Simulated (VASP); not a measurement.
# NaF (Fm-3m) in VASP: further runs, part 2 of 2

VASP 6.6.1. Earlier steps stand in the parts before.

**3. Single point, PBE (10.91 Å³/atom)**

This run uses another cell than the first one, of 10.91 Å³/atom.

INCAR reads:

```
PREC = Accurate ; ENCUT = 600
EDIFF = 1E-6 ; ISMEAR = 0
SIGMA = 0.01 ; LREAL = False
LASPH = True ; NELM = 120
ALGO = Normal ; ISIF = 2
LWAVE = False ; LCHARG = False
GGA = PE ; NBANDS = 14
GGA_COMPAT = False
```

KPOINTS reads:

```
regular mesh
0
Gamma
  6 6 6
```

POSCAR reads:

```
NaF
1.0
    0.0000000000      2.2179625545      2.2179625545
    2.2179625545      0.0000000000      2.2179625545
    2.2179625545      2.2179625545      0.0000000000
Na F
1 1
Direct
    0.0000000000      0.0000000000      0.0000000000
    0.5000000000      0.5000000000      0.5000000000
```

Potentials or basis: VASP PAW PBE potentials, release 64 (Na_pv, F).

The run is started by

```
cat potpaw_PBE.64/Na_pv/POTCAR potpaw_PBE.64/F/POTCAR > POTCAR
mpirun -np 1 vasp_std > vasp.out
```

OUTCAR:

```text
PREC = Accurate
   ENCUT = 600
   EDIFF = 1E-6
   ISMEAR = 0
   LREAL = False
   LASPH = True
   NELM = 120
   ISIF = 2
   GGA = PE

 ion  position               nearest neighbor table
   1  0.000  0.000  0.000-   2 2.22   2 2.22   2 2.22   2 2.22   2 2.22   2 2.22
   2  0.500  0.500  0.500-   1 2.22   1 2.22   1 2.22   1 2.22   1 2.22   1 2.22

  LATTYP: Found a face centered cubic cell.
 ALAT       =     4.4359251090

  Lattice vectors:

 A1 = (   0.0000000000,   2.2179625545,   2.2179625545)
 A2 = (   2.2179625545,   0.0000000000,   2.2179625545)
 A3 = (   2.2179625545,   2.2179625545,   0.0000000000)

Analysis of symmetry for initial positions (statically):
=====================================================================
 Subroutine PRICEL returns:
 Original cell was already a primitive cell.

 Routine SETGRP: Setting up the symmetry group for a
 face centered cubic supercell.

 Subroutine GETGRP returns: Found 48 space group operations
 (whereof 48 operations were pure point group operations)
 out of a pool of 48 trial point group operations.

The static configuration has the point symmetry O_h .

Analysis of symmetry for dynamics (positions and initial velocities):
=====================================================================
 Subroutine PRICEL returns:
 Original cell was already a primitive cell.

 Routine SETGRP: Setting up the symmetry group for a
 face centered cubic supercell.

 Subroutine GETGRP returns: Found 48 space group operations
 (whereof 48 operations were pure point group operations)
 out of a pool of 48 trial point group operations.

The dynamic configuration has the point symmetry O_h .

 Subroutine INISYM returns: Found 48 space group operations
 (whereof 48 operations are pure point group operations),
 and found     1 'primitive' translations

----------------------------------------------------------------------------------------

                                     Primitive cell

  volume of cell :      21.8219

  direct lattice vectors                    reciprocal lattice vectors
     0.000000000  2.217962555  2.217962555    -0.225432120  0.225432120  0.225432120
     2.217962555  0.000000000  2.217962555     0.225432120 -0.225432120  0.225432120
     2.217962555  2.217962555  0.000000000     0.225432120  0.225432120 -0.225432120

  length of vectors
     3.136672725  3.136672725  3.136672725     0.390459885  0.390459885  0.390459885

  position of ions in fractional coordinates (direct lattice)
     0.000000000  0.000000000  0.000000000
     0.500000000  0.500000000  0.500000000

  ion indices of the primitive-cell ions
   primitive index   ion index
                 1           1
                 2           2

----------------------------------------------------------------------------------------

 KPOINTS: regular mesh

Automatic generation of k-mesh.
 Grid dimensions read from file:
 generate k-points for:    6    6    6

 Generating k-lattice:

  Cartesian coordinates                     Fractional coordinates (reciprocal lattice)
    -0.037572020  0.037572020  0.037572020     0.166666667  0.000000000  0.000000000
     0.037572020 -0.037572020  0.037572020     0.000000000  0.166666667  0.000000000
     0.037572020  0.037572020 -0.037572020     0.000000000  0.000000000  0.166666667

  Length of vectors
[... 29 lines left out ...]
   number of dos      NEDOS =    301   number of ions     NIONS =      2
   total plane-waves  NPLWV =  21952
   dimension x,y,z NGX =    28 NGY =   28 NGZ =   28
   dimension x,y,z NGXF=    56 NGYF=   56 NGZF=   56
   ions per type =               1   1
   NGX,Y,Z   is equivalent  to a cutoff of  14.84, 14.84, 14.84 a.u.
   NGXF,Y,Z  is equivalent  to a cutoff of  29.68, 29.68, 29.68 a.u.
 SYSTEM =  unknown system
   PREC   = accura    normal or accurate (medium, high low for compatibility)
   ISTART =      0    job   : 0-new  1-cont  2-samecut
   ICHARG =      2    charge: 1-file 2-atom 10-const
   ISPIN  =      1    spin polarized calculation?
   LNONCOLLINEAR =      F non collinear calculations
   LSORBIT =      F    spin-orbit coupling
   LASPH  =      T    aspherical Exc in radial PAW
   ENCUT  =  600.0 eV  44.10 Ry    6.64 a.u.   6.26  6.26  6.26*2*pi/ulx,y,z
   NELM   =    120;   NELMIN=  2; NELMDL= -5     # of ELM steps
   EDIFF  = 0.1E-05   stopping-criterion for ELM
   LREAL  =      F    real-space projection
   EDIFFG = 0.1E-04   stopping-criterion for IOM
   NSW    =      0    number of steps for IOM
   IBRION =     -1    ionic relax: 0-MD 1-quasi-New 2-CG
   NFREE  =      0    steps in history (QN), initial steepest desc. (CG)
   ISIF   =      2    stress and relaxation
   ISYM   =      2    0-nonsym 1-usesym 2-fastsym
   POTIM  = 0.5000    time-step for ionic-motion
   TEBEG  =    0.0;   TEEND  =   0.0 temperature during run
   PSTRESS=    0.0 pullay stress
   NELECT =      14.0000    total number of electrons
   NUPDOWN=      -1.0000    fix difference up-down
   EMIN   =  10.00;   EMAX   =-10.00  energy-range for DOS
   EFERMI =   0.00;   METHOD = LEGACY
   ISMEAR =     0;   SIGMA  =   0.01  broadening in eV -4-tet -1-fermi 0-gaus
   EFERMI_NEDOS =   21; number of points for ismear=-14 and -15
   IALGO  =     38    algorithm
   IMIX   =      4    mixing-type and parameters
     AMIX     =   0.40;   BMIX     =  1.00
     AMIX_MAG =   1.60;   BMIX_MAG =  1.00
  volume/ion in A,a.u.               =      10.91        73.63
  Fermi-wavevector in a.u.,A,eV,Ry     =   1.411952  2.668203 27.124694  1.993609
  Thomas-Fermi vector in A             =   2.533751
   LORBIT       =      0    0 simple, 1 ext, 2 COOP (PROOUT), +10 PAW based schemes
   GGA     = PE    functional components
   LHFCALC =     F    Hartree Fock is set to
   AEXX    =    0.0000 exact exchange contribution
   IVDW    =     0    specifies the selected vdW correction
   LEPSILON=     F    determine dielectric tensor
   LRPA    =     F    only Hartree local field effects (RPA)
 non-spin polarized calculation
 Gauss-broadening in eV      SIGMA  =   0.01
  energy-cutoff  :      600.00
  volume of cell :       21.82
 maximum number of plane-waves:       745
 NGX is ok and might be reduce to    28
   NGX = 13   NGY = 13   NGZ = 13

 number of electron      14.0000003 magnetization

 Free energy of the ion-electron system (eV)
  ---------------------------------------------------
  ext. energy  EPLUGINS =         0.00000000
  ---------------------------------------------------
  free energy    TOTEN  =        -8.43829717 eV

  energy without entropy =       -8.43829717  energy(sigma->0) =       -8.43829717

 E-fermi :  -1.3512     XC(G=0):  -9.7990

 val. band max:       -1.4524028870   @ k =   0.0000   0.0000   0.0000
 cond. band min:       5.6188107697   @ k =   0.0000   0.0000   0.0000
 fundamental gap:      7.0712136567
 Fermi energy:        -1.3511819076

 k-point     1 :       0.0000    0.0000    0.0000
  band No.  band energies     occupation
      1     -20.8746      2.00000
      2     -20.0292      2.00000
      3     -20.0292      2.00000
      4     -20.0292      2.00000
      5      -1.4524      2.00000
      6      -1.4524      2.00000
      7      -1.4524      2.00000
      8       5.6188      0.00000
      9      18.4653      0.00000
     10      18.4653      0.00000
     11      18.4653      0.00000
     12      21.6136      0.00000
     13      23.9427      0.00000
     14      23.9427      0.00000
[... 241 lines left out ...]
      1     -20.8701      2.00000
      2     -20.2149      2.00000
      3     -20.1457      2.00000
      4     -19.7207      2.00000
      5      -2.7124      2.00000
      6      -2.2114      2.00000
      7      -2.0924      2.00000
      8      12.5077      0.00000
      9      12.7665      0.00000
     10      14.6035      0.00000
     11      17.9394      0.00000
     12      21.7013      0.00000
     13      26.4296      0.00000
     14      26.6842      0.00000

------------------------ aborting loop because EDIFF is reached ----------------------------------------

  FORCE on cell =-STRESS in cart. coord.  units (eV):
  Direction    XX          YY          ZZ          XY          YZ          ZX
  --------------------------------------------------------------------------------------
  -------------------------------------------------------------------------------------
  Total        1.5654122      1.5654122      1.5654122      0.0000000      0.0000000      0.0000000
  in kB      114.9335108    114.9335108    114.9335108      0.0000000      0.0000000      0.0000000
  external PRESSURE =     114.9335108 kB  Pullay stress =       0.0000000 kB

 VOLUME and BASIS-vectors are now :
 -----------------------------------------------------------------------------
  energy-cutoff  :      600.00
  volume of cell :       21.82
      direct lattice vectors                 reciprocal lattice vectors
     0.000000000  2.217962555  2.217962555    -0.225432120  0.225432120  0.225432120
     2.217962555  0.000000000  2.217962555     0.225432120 -0.225432120  0.225432120
     2.217962555  2.217962555  0.000000000     0.225432120  0.225432120 -0.225432120

 POSITION                                       TOTAL-FORCE (eV/Angst)
 -----------------------------------------------------------------------------------
      0.00000      0.00000      0.00000        -0.000000      0.000000     -0.000000
      2.21796      2.21796      2.21796         0.000000     -0.000000      0.000000
 -----------------------------------------------------------------------------------
    total drift:                                0.000000      0.000000      0.000000

  FREE ENERGIE OF THE ION-ELECTRON SYSTEM (eV)
  ---------------------------------------------------
  free  energy   TOTEN  =        -8.4382971727 eV

  energy  without entropy=       -8.4382971727  energy(sigma->0) =       -8.43829717
```

OSZICAR:

```text
N       E                     dE             d eps       ncg     rms          rms(c)
DAV:   1     0.115032161061E+03    0.11503E+03   -0.84131E+03   454   0.143E+03
DAV:   2    -0.370861095386E+01   -0.11874E+03   -0.10911E+03   490   0.371E+02
DAV:   3    -0.928590640772E+01   -0.55773E+01   -0.55650E+01   544   0.713E+01
DAV:   4    -0.932834475008E+01   -0.42438E-01   -0.42436E-01   514   0.669E+00
DAV:   5    -0.932871045503E+01   -0.36570E-03   -0.36570E-03   562   0.620E-01    0.547E+00
DAV:   6    -0.844545814688E+01    0.88325E+00   -0.28912E+00   562   0.160E+01    0.173E+00
DAV:   7    -0.843702052207E+01    0.84376E-02   -0.33429E-02   448   0.217E+00    0.105E+00
DAV:   8    -0.843786930555E+01   -0.84878E-03   -0.24489E-02   496   0.284E+00    0.141E-01
DAV:   9    -0.843830700007E+01   -0.43769E-03   -0.34049E-03   620   0.606E-01    0.879E-02
DAV:  10    -0.843829802951E+01    0.89706E-05   -0.52000E-04   490   0.293E-01    0.127E-02
DAV:  11    -0.843829702766E+01    0.10019E-05   -0.18150E-05   496   0.428E-02    0.228E-03
DAV:  12    -0.843829717270E+01   -0.14504E-06   -0.11534E-06   490   0.111E-02
   1 F= -.84382972E+01 E0= -.84382972E+01  d E =-.249814E-48
```

stdout:

```text
POSCAR found type information on POSCAR NaF
 POSCAR found :  2 types and       2 ions
 scaLAPACK will be used
 LDA part: xc-table for (Slater+PW92), standard interpolation
 POSCAR, INCAR and KPOINTS ok, starting setup
 FFT: planning ... GRIDC
 FFT: planning ... GRID_SOFT
 FFT: planning ... GRID
 WAVECAR not read
 entering main loop
```

It took 15 s on 1 thread of Intel Xeon 8259CL, shared host; peak memory 0.15 GiB.

What came out:

- Free energy: -8.4383 eV
- Pressure: 11.5 GPa
- Band gap on the k mesh: 7.07 eV

Caveat: the cell stands under pressure.

**4. Single point, PBE (12.73 Å³/atom)**

This run uses another cell than the first one, of 12.73 Å³/atom.

INCAR reads:

```
SYSTEM = NaF
ALGO = Normal ; EDIFF = 1E-6
ENCUT = 600 ; GGA = PE
GGA_COMPAT = .False. ; ISIF = 2
ISMEAR = 0 ; LASPH = .True.
LCHARG = .True. ; LELF = .True.
LREAL = .False. ; LVHAR = .True.
LWAVE = .False. ; NBANDS = 14
NELM = 120 ; PREC = Accurate
SIGMA = 0.01
```

KPOINTS reads:

```
k-points
0
Gamma
  6 6 6
  0 0 0
```

POSCAR reads:

```
NaF
1.0
    0.0000000000      2.3349081780      2.3349081780
    2.3349081780      0.0000000000      2.3349081780
    2.3349081780      2.3349081780      0.0000000000
Na F
1 1
Direct
    0.0000000000      0.0000000000      0.0000000000
    0.5000000000      0.5000000000      0.5000000000
```

Potentials or basis: VASP PAW PBE potentials, release 64 (Na_pv, F).

The run is started by

```
cat potpaw_PBE.64/Na_pv/POTCAR potpaw_PBE.64/F/POTCAR > POTCAR
mpirun -np 1 vasp_std > vasp.out
```

OUTCAR:

```text
SYSTEM = NaF
   EDIFF = 1E-6
   ENCUT = 600
   GGA = PE
   ISIF = 2
   ISMEAR = 0
   LASPH = .True.
   LREAL = .False.
   NELM = 120
   PREC = Accurate

 ion  position               nearest neighbor table
   1  0.000  0.000  0.000-   2 2.33   2 2.33   2 2.33   2 2.33   2 2.33   2 2.33
   2  0.500  0.500  0.500-   1 2.33   1 2.33   1 2.33   1 2.33   1 2.33   1 2.33

  LATTYP: Found a face centered cubic cell.
 ALAT       =     4.6698163560

  Lattice vectors:

 A1 = (   0.0000000000,   2.3349081780,   2.3349081780)
 A2 = (   2.3349081780,   0.0000000000,   2.3349081780)
 A3 = (   2.3349081780,   2.3349081780,   0.0000000000)

Analysis of symmetry for initial positions (statically):
=====================================================================
 Subroutine PRICEL returns:
 Original cell was already a primitive cell.

 Routine SETGRP: Setting up the symmetry group for a
 face centered cubic supercell.

 Subroutine GETGRP returns: Found 48 space group operations
 (whereof 48 operations were pure point group operations)
 out of a pool of 48 trial point group operations.

[... 167 lines left out ...]
      5      -2.1857      2.00000
      6      -2.1856      2.00000
      7      -2.1856      2.00000
      8       3.9927      0.00000
      9      16.6271      0.00000
     10      16.6271      0.00000
     11      16.6271      0.00000
     12      19.4456      0.00000
     13      21.5939      0.00000
     14      21.5939      0.00000
[... 241 lines left out ...]
      1     -21.5433      2.00000
      2     -21.3087      2.00000
      3     -21.2688      2.00000
      4     -20.7665      2.00000
      5      -3.2336      2.00000
      6      -2.8139      2.00000
      7      -2.6984      2.00000
      8      10.8262      0.00000
      9      10.9522      0.00000
     10      12.1553      0.00000
     11      15.2537      0.00000
     12      18.9990      0.00000
     13      23.4188      0.00000
     14      23.6227      0.00000

------------------------ aborting loop because EDIFF is reached ----------------------------------------

  FORCE on cell =-STRESS in cart. coord.  units (eV):
  Direction    XX          YY          ZZ          XY          YZ          ZX
  --------------------------------------------------------------------------------------
  -------------------------------------------------------------------------------------
  Total        0.1104497      0.1104497      0.1104497      0.0000000      0.0000000      0.0000000
  in kB        6.9508145      6.9508145      6.9508145      0.0000000      0.0000000      0.0000000
  external PRESSURE =       6.9508145 kB  Pullay stress =       0.0000000 kB

 VOLUME and BASIS-vectors are now :
 -----------------------------------------------------------------------------
  energy-cutoff  :      600.00
  volume of cell :       25.46
      direct lattice vectors                 reciprocal lattice vectors
     0.000000000  2.334908178  2.334908178    -0.214141183  0.214141183  0.214141183
     2.334908178  0.000000000  2.334908178     0.214141183 -0.214141183  0.214141183
     2.334908178  2.334908178  0.000000000     0.214141183  0.214141183 -0.214141183

 POSITION                                       TOTAL-FORCE (eV/Angst)
 -----------------------------------------------------------------------------------
      0.00000      0.00000      0.00000         0.000000      0.000000      0.000000
      2.33491      2.33491      2.33491        -0.000000     -0.000000     -0.000000
 -----------------------------------------------------------------------------------
    total drift:                                0.000000      0.000000      0.000000

  FREE ENERGIE OF THE ION-ELECTRON SYSTEM (eV)
  ---------------------------------------------------
  free  energy   TOTEN  =        -8.5695298735 eV

  energy  without entropy=       -8.5695298735  energy(sigma->0) =       -8.56952987
```

Run time: 18 s. Hardware: 1 thread of Intel Xeon 8259CL, shared host; peak memory 0.15 GiB.

Results:

* Free energy: -8.5695 eV
* Pressure: 0.7 GPa
* Band gap on the k mesh: 6.18 eV

Levels at points of the mesh, in eV from the valence-band top:
```tsv
k point	band 3	band 4	band 5	band 6	band 7	band 8	band 9	band 10	band 11	band 12
(0.00, 0.00, 0.00)	-19.01	-19.01	0.00	0.00	0.00	6.18	18.81	18.81	18.81	21.63
(0.50, 0.00, 0.00)	-19.03	-18.23	-1.54	-0.24	-0.24	10.64	12.27	19.86	19.86	22.64
(0.50, 0.50, 0.00)	-19.06	-18.90	-1.24	-0.39	-0.39	12.96	13.23	13.38	19.47	19.47
```

PBE gaps usually lie below the measured ones, often by a third to a half.

**5. Summary**

| cell | gap on the mesh (eV) | pressure (GPa) |
| --- | --- | --- |
| a = 3.194 Å, angles 60.0°, 2 atoms | 6.74 | 6.9 |
| a = 3.137 Å, angles 60.0°, 2 atoms | 7.07 | 11.5 |
| a = 3.302 Å, angles 60.0°, 2 atoms | 6.18 | 0.7 |

Alike in all rows: task single point; level PBE; potentials or basis VASP PAW PBE potentials, release 64 (Na_pv, F); no spin polarisation; k mesh 6 × 6 × 6; cutoff (eV) 600; smearing gaussian 0.01 eV.

Caveats: the cell stands under pressure (at least some runs).

Absolute energies hang on the potentials; compare differences alone.
